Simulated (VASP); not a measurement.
# MgSn2N2 (I4/mmm) in VASP: notebook, part 2 of 2

VASP 6.6.1.

## (3) Single point, PBE

This run uses another cell than the first one, of 20.13 Å³/atom.

INCAR

```
SYSTEM = MgSn2N2
PREC     = Accurate       ! precision mode
ENCUT    = 520            ! plane-wave cutoff, eV
EDIFF    = 1E-6           ! SCF threshold, eV
ISMEAR   = 0              ! smearing method
SIGMA    = 0.1            ! smearing width, eV
LREAL    = .FALSE.        ! projectors in reciprocal space
LASPH    = .TRUE.         ! aspherical terms in the spheres
NELM     = 60             ! most SCF steps
ALGO     = Normal         ! electronic algorithm
ISIF     = 2              ! what is computed and relaxed
LWAVE    = .FALSE.        ! write WAVECAR
LCHARG   = .FALSE.        ! write CHGCAR
GGA      = PE             ! functional
NBANDS   = 28             ! bands
```

KPOINTS

```
Automatic mesh
0
G
  6 6 6
  0 0 0
```

POSCAR

```
MgSn2N2
1.0
   -2.5307403800      2.5307403800      3.9280860900
    2.5307403800     -2.5307403800      3.9280860900
    2.5307403800      2.5307403800     -3.9280860900
Mg Sn N
1 2 2
Direct
    0.0000000000      0.0000000000      0.0000000000
    0.5000000000      0.0000000000      0.5000000000
    0.0000000000      0.5000000000      0.5000000000
    0.7500000000      0.2500000000      0.5000000000
    0.2500000000      0.7500000000      0.5000000000
```

Potentials or basis: VASP PAW PBE potentials, release 64 (Mg, Sn_d, N).

Started as:

```console
$ cat potpaw_PBE.64/Mg/POTCAR potpaw_PBE.64/Sn_d/POTCAR potpaw_PBE.64/N/POTCAR > POTCAR
$ mpirun -np 1 vasp_std > vasp.out
```

OUTCAR:

```text
SYSTEM = MgSn2N2
   PREC = Accurate
   ENCUT = 520
   EDIFF = 1E-6
   ISMEAR = 0
   LREAL = .FALSE.
   LASPH = .TRUE.
   NELM = 60
   ISIF = 2
   GGA = PE

 ion  position               nearest neighbor table
   1  0.000  0.000  0.000-   2 2.53   3 2.53   3 2.53   2 2.53
   2  0.500  0.000  0.500-   4 1.96   5 1.96   1 2.53   1 2.53   3 3.58   3 3.58   3 3.58   3 3.58

   3  0.000  0.500  0.500-   4 1.96   5 1.96   1 2.53   1 2.53   2 3.58   2 3.58   2 3.58   2 3.58

   4  0.750  0.250  0.500-   2 1.96   3 1.96
   5  0.250  0.750  0.500-   2 1.96   3 1.96

  LATTYP: Found a body centered tetragonal cell.
 ALAT       =     5.0614807600
 C/A-ratio  =     1.5521489763

  Lattice vectors:

 A1 = (  -2.5307403800,   2.5307403800,   3.9280860900)
 A2 = (   2.5307403800,  -2.5307403800,   3.9280860900)
 A3 = (   2.5307403800,   2.5307403800,  -3.9280860900)

Analysis of symmetry for initial positions (statically):
=====================================================================
 Subroutine PRICEL returns:
 Original cell was already a primitive cell.

 Routine SETGRP: Setting up the symmetry group for a
 body centered tetragonal supercell.

 Subroutine GETGRP returns: Found 16 space group operations
 (whereof 16 operations were pure point group operations)
 out of a pool of 16 trial point group operations.

The static configuration has the point symmetry D_4h.

Analysis of symmetry for dynamics (positions and initial velocities):
=====================================================================
 Subroutine PRICEL returns:
 Original cell was already a primitive cell.

 Routine SETGRP: Setting up the symmetry group for a
 body centered tetragonal supercell.
[... 125 lines left out ...]
   EFERMI =   0.00;   METHOD = LEGACY
   ISMEAR =     0;   SIGMA  =   0.10  broadening in eV -4-tet -1-fermi 0-gaus
   EFERMI_NEDOS =   21; number of points for ismear=-14 and -15
   IALGO  =     38    algorithm
   IMIX   =      4    mixing-type and parameters
     AMIX     =   0.40;   BMIX     =  1.00
     AMIX_MAG =   1.60;   BMIX_MAG =  1.00
  volume/ion in A,a.u.               =      20.13       135.82
  Fermi-wavevector in a.u.,A,eV,Ry     =   1.203694  2.274652 19.713199  1.448879
  Thomas-Fermi vector in A             =   2.339440
   LORBIT       =      0    0 simple, 1 ext, 2 COOP (PROOUT), +10 PAW based schemes
   GGA     = PE    functional components
   LHFCALC =     F    Hartree Fock is set to
   AEXX    =    0.0000 exact exchange contribution
   IVDW    =     0    specifies the selected vdW correction
   LEPSILON=     F    determine dielectric tensor
   LRPA    =     F    only Hartree local field effects (RPA)
 non-spin polarized calculation
 Gauss-broadening in eV      SIGMA  =   0.10
  energy-cutoff  :      520.00
  volume of cell :      100.63
 maximum number of plane-waves:      2734
   NGX = 19   NGY = 19   NGZ = 19

 number of electron      40.0000008 magnetization

 Free energy of the ion-electron system (eV)
  ---------------------------------------------------
  ext. energy  EPLUGINS =         0.00000000
  ---------------------------------------------------
  free energy    TOTEN  =       -18.64983148 eV

  energy without entropy =      -18.64224479  energy(sigma->0) =      -18.64603814

 E-fermi :   4.6454     XC(G=0):  -9.3019

 val. band max:        4.5884394745   @ k =  -0.1667   0.5000   0.1667
 cond. band min:       4.7030080613   @ k =  -0.1667   0.3333   0.1667
 fundamental gap:      0.1145685867
 Fermi energy:         4.6453773490

 k-point     1 :       0.0000    0.0000    0.0000
  band No.  band energies     occupation
      1     -17.0831      2.00000
      2     -16.8226      2.00000
      3     -16.8193      2.00000
      4     -16.8013      2.00000
      5     -16.7413      2.00000
      6     -16.6628      2.00000
[... 733 lines left out ...]
     27      11.6397      0.00000
     28      12.0172      0.00000

 [... further k-points ...]

------------------------ aborting loop because EDIFF is reached ----------------------------------------

  FORCE on cell =-STRESS in cart. coord.  units (eV):
  Direction    XX          YY          ZZ          XY          YZ          ZX
  --------------------------------------------------------------------------------------
  -------------------------------------------------------------------------------------
  Total       11.0316061     11.0316061      9.4104569      0.0000000     -0.0000000      0.0000000
  in kB      175.6358439    175.6358439    149.8252864      0.0000000     -0.0000000      0.0000000
  external PRESSURE =     167.0323247 kB  Pullay stress =       0.0000000 kB

 VOLUME and BASIS-vectors are now :
 -----------------------------------------------------------------------------
  energy-cutoff  :      520.00
  volume of cell :      100.63
      direct lattice vectors                 reciprocal lattice vectors
    -2.530740380  2.530740380  3.928086090     0.000000000  0.197570641  0.127288453
     2.530740380 -2.530740380  3.928086090     0.197570641  0.000000000  0.127288453
     2.530740380  2.530740380 -3.928086090     0.197570641  0.197570641  0.000000000

 POSITION                                       TOTAL-FORCE (eV/Angst)
 -----------------------------------------------------------------------------------
      0.00000      0.00000      0.00000        -0.000000     -0.000000     -0.000000
      0.00000      2.53074      0.00000        -0.000000     -0.000000     -0.000000
      2.53074      0.00000      0.00000        -0.000000     -0.000000     -0.000000
      0.00000      2.53074      1.96404        -0.000000      0.000000      0.000000
      2.53074      0.00000      1.96404         0.000000     -0.000000     -0.000000
 -----------------------------------------------------------------------------------
    total drift:                               -0.000000     -0.000000      0.000000

  FREE ENERGIE OF THE ION-ELECTRON SYSTEM (eV)
  ---------------------------------------------------
  free  energy   TOTEN  =       -18.6498314830 eV

  energy  without entropy=      -18.6422447916  energy(sigma->0) =      -18.64603814
```

OSZICAR:

```text
N       E                     dE             d eps       ncg     rms          rms(c)
DAV:   1     0.395421628802E+03    0.39542E+03   -0.19805E+04  1732   0.188E+03
DAV:   2     0.393181235658E+02   -0.35610E+03   -0.34449E+03  1720   0.492E+02
DAV:   3    -0.205921314581E+02   -0.59910E+02   -0.58328E+02  2024   0.173E+02
DAV:   4    -0.240051002577E+02   -0.34130E+01   -0.33858E+01  1952   0.446E+01
DAV:   5    -0.240976709761E+02   -0.92571E-01   -0.92532E-01  1956   0.768E+00    0.138E+01
DAV:   6    -0.194550218089E+02    0.46426E+01   -0.37269E+01  2720   0.422E+01    0.843E+00
DAV:   7    -0.186813397186E+02    0.77368E+00   -0.58196E+00  1976   0.132E+01    0.335E+00
DAV:   8    -0.186606989040E+02    0.20641E-01   -0.62939E-01  1868   0.417E+00    0.109E+00
DAV:   9    -0.186482237093E+02    0.12475E-01   -0.58956E-02  2052   0.148E+00    0.300E-01
DAV:  10    -0.186506306698E+02   -0.24070E-02   -0.16402E-02  1864   0.795E-01    0.274E-01
DAV:  11    -0.186497638809E+02    0.86679E-03   -0.39579E-03  2500   0.421E-01    0.580E-02
DAV:  12    -0.186498488494E+02   -0.84968E-04   -0.67174E-04  1856   0.137E-01    0.503E-02
DAV:  13    -0.186498308464E+02    0.18003E-04   -0.97698E-05  2092   0.796E-02    0.113E-02
DAV:  14    -0.186498314830E+02   -0.63660E-06   -0.75243E-06  1832   0.174E-02
   1 F= -.18649831E+02 E0= -.18646038E+02  d E =-.758669E-02
```

Run time: 68 s. Hardware: 1 thread of Intel Xeon Platinum 8375C at 2.90GHz (Ice Lake), shared host; peak memory 0.29 GiB.

What came out:

- Free energy: -18.6498 eV
- Pressure: 16.7 GPa
- Band gap on the k mesh: zero (bands 20 and 21 overlap by 1.94 eV)

Levels at points of the mesh, in eV from the Fermi level:
```csv
k point,band 16,band 17,band 18,band 19,band 20,band 21,band 22,band 23,band 24,band 25
"(0.00, 0.00, 0.00)",-2.30,-2.30,-1.83,-1.83,-1.36,-1.36,3.19,4.25,4.56,5.11
"(0.50, 0.00, 0.00)",-2.84,-2.64,-2.21,-0.38,-0.13,0.89,1.95,2.00,2.81,4.46
"(0.50, 0.50, 0.00)",-3.37,-2.88,-2.35,-1.52,-0.51,0.99,2.40,3.77,5.39,5.83
"(0.50, 0.50, 0.50)",-4.15,-1.42,-0.68,-0.68,0.58,1.27,1.27,2.36,2.45,3.43
```

Caveat: the cell stands under pressure; spin-orbit coupling is left out, which moves the levels of the heavy elements.

The gap in the log of VASP goes by the Fermi energy; the results here count the filled bands.